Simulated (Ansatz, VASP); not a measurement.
## One calculation of Hf, two programs

```
CELL_PARAMETERS angstrom
1.57490 2.72781 0.00000
-1.57490 2.72781 0.00000
0.00000 0.00000 5.14325
ATOMIC_POSITIONS crystal
Hf 0.33333 0.33334 0.25000
Hf 0.66666 0.66667 0.75000
```

Alike in both runs: task single point; functional PBE; k mesh 7 × 7 × 4; occupations fermi-dirac, width 0.0754 eV; no spin polarisation.

|  | VASP | Ansatz |
| --- | --- | --- |
| version | VASP 6.6.1 | Ansatz 0.2.0 |
| potentials or method | VASP PAW PBE potentials, release 64 (Hf_pv), cutoff 500 eV | PAW plane waves |
| valence electrons in the cell | 20 | 52 |

|  | VASP | Ansatz | Ansatz less VASP |
| --- | --- | --- | --- |
| gap on the k mesh at the Fermi level (eV) | none | none | - |
| pressure (GPa) | 1.9 | 2.3 | +0.43 |
| traceless stress, the component that is largest in VASP (GPa) | -2.20 | -2.13 | +0.069 |

A gap of «none» marks a metal or a gap that the smearing closes. VASP's potentials hold 20 valence electrons a cell and Ansatz's 52, so a difference there can come from the potentials and not from the codes. Ansatz's warnings: structure snapped to symmetry.

Neither program's run includes spin-orbit coupling.
